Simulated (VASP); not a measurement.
Runs of VASP 6.6.1 on Sb. The structure is that of space group P6_3/mmc (No. 194), or close to it. The cells are those of the table. This isn't the form of Sb at room conditions, which is rhombohedral.

```csv
task,spin,cell,gap on the mesh (eV),pressure (GPa)
electric field gradients,off,"a = 3.403, b = 3.403, c = 5.330 Å, angles 90.0, 90.0, 120.0°, 2 atoms",none,1.5
single point,off,"a = 3.369, b = 3.384, c = 5.330 Å, angles 90.2, 90.6, 120.4°, 2 atoms",none,(a)
electric field gradients,off,"a = 3.302, b = 3.302, c = 5.330 Å, angles 90.0, 90.0, 120.0°, 2 atoms",none,6.0
single point,off,"a = 3.302, b = 3.302, c = 5.330 Å, angles 90.0, 90.0, 120.0°, 2 atoms",none,6.0
electric field gradients,"non-collinear, zero start, SOC","a = 3.369, b = 3.369, c = 5.330 Å, angles 90.0, 90.0, 120.0°, 2 atoms",-,3.0
single point,off,"a = 3.470, b = 3.470, c = 5.330 Å, angles 90.0, 90.0, 120.0°, 2 atoms",none,-0.9
```

Alike in all rows: level PBE; potentials or basis VASP PAW PBE potentials, release 64 (Sb); k mesh 12 × 12 × 7; cutoff (eV) 520; smearing fermi-dirac 0.05 eV.

Q: Estimate the missing entries.

A: (a) 2.9.

Caveats: spin-orbit coupling is left out, which moves the levels of the heavy elements (at least some runs); the cell stands under pressure (at least some runs).

A k mesh can miss the band edges, and rows without SOC leave out spin-orbit coupling on Sb.

A gap of «none» marks levels without a gap at the run's occupations.
